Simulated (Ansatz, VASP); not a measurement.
**One calculation of TiH, two programs**

The input POSCAR:

```
TiH
1.0
    2.9862800987      0.0000000000      0.0000000000
    0.0000000000      2.9862800987      0.0000000000
    0.0000000000      0.0000000000      4.6282544853
Ti H
2 2
Direct
    0.5000000000      0.0000000000      0.5000000000
    0.0000000000      0.5000000000      0.0000000000
    0.0000000000      0.0000000000      0.2500000000
    0.0000000000      0.0000000000      0.7500000000
```

INCAR.step1

```
SYSTEM = TiH
ALGO     = Normal         ! electronic algorithm
EDIFF    = 1E-4           ! SCF threshold, eV
ENCUT    = 520            ! plane-wave cutoff, eV
GGA      = PE             ! functional
ISMEAR   = -1             ! smearing method
LASPH    = .True.         ! aspherical terms in the spheres
LCHARG   = .False.        ! write CHGCAR
LREAL    = .False.        ! projectors in reciprocal space
LWAVE    = .True.         ! write WAVECAR
NBANDS   = 21             ! bands
NELM     = 100            ! most SCF steps
PREC     = Accurate       ! precision mode
SIGMA    = 0.1            ! smearing width, eV
```

Contents of INCAR.step2:

```
SYSTEM = TiH
ALGO     = Normal         ! electronic algorithm
EDIFF    = 1E-6           ! SCF threshold, eV
ENCUT    = 520            ! plane-wave cutoff, eV
ISIF     = 2              ! what is computed and relaxed
ISMEAR   = -1             ! smearing method
ISTART   = 1            
LASPH    = .True.         ! aspherical terms in the spheres
LCHARG   = .True.         ! write CHGCAR
LELF     = .True.         ! ELF
LMIXTAU  = .True.       
LREAL    = .False.        ! projectors in reciprocal space
LVHAR    = .True.       
LWAVE    = .False.        ! write WAVECAR
METAGGA  = R2SCAN         ! meta-GGA
NBANDS   = 21             ! bands
NELM     = 100            ! most SCF steps
PREC     = Accurate       ! precision mode
SIGMA    = 0.1            ! smearing width, eV
```

The input KPOINTS:

```
k-points
0
Gamma
  8 8 5
  0 0 0
```

Input for Ansatz:

```yaml
crystal:
  lattice:
    - [2.9862800986702354, 0.0, 0.0]
    - [0.0, 2.9862800986702354, 0.0]
    - [0.0, 0.0, 4.628254485283619]
  atoms:
    - { symbol: Ti, position: [0.5, 0.0, 0.5] }
    - { symbol: Ti, position: [0.0, 0.5, 0.0] }
    - { symbol: H, position: [0.0, 0.0, 0.25] }
    - { symbol: H, position: [0.0, 0.0, 0.75] }
basis:
  ecutwfc: 650.0
kpoints:
  mp_grid:
    grid: [8, 8, 5]
hamiltonian:
  xc: r2scan
scf:
  occupations:
    method: fermi_dirac
output:
  stress: true
```

Alike in both runs: task single point; functional r2SCAN; k mesh 8 × 8 × 5; no spin polarisation.

```csv
,VASP,Ansatz
version,VASP 6.6.1,Ansatz 0.2.0
potentials or method,"VASP PAW PBE potentials, release 64 (Ti_sv, H), cutoff 520 eV","plane waves, PAW"
occupations,"fermi-dirac, width 0.1 eV",fermi-dirac
valence electrons in the cell,26,26
```

```tsv
	VASP	Ansatz	Ansatz less VASP
pressure (GPa)	-4.8	-5.2	-0.37
traceless stress, the component that is largest in VASP (GPa)	-0.49	-0.50	-0.011
```

VASP's potentials were made for PBE, not for r2SCAN.
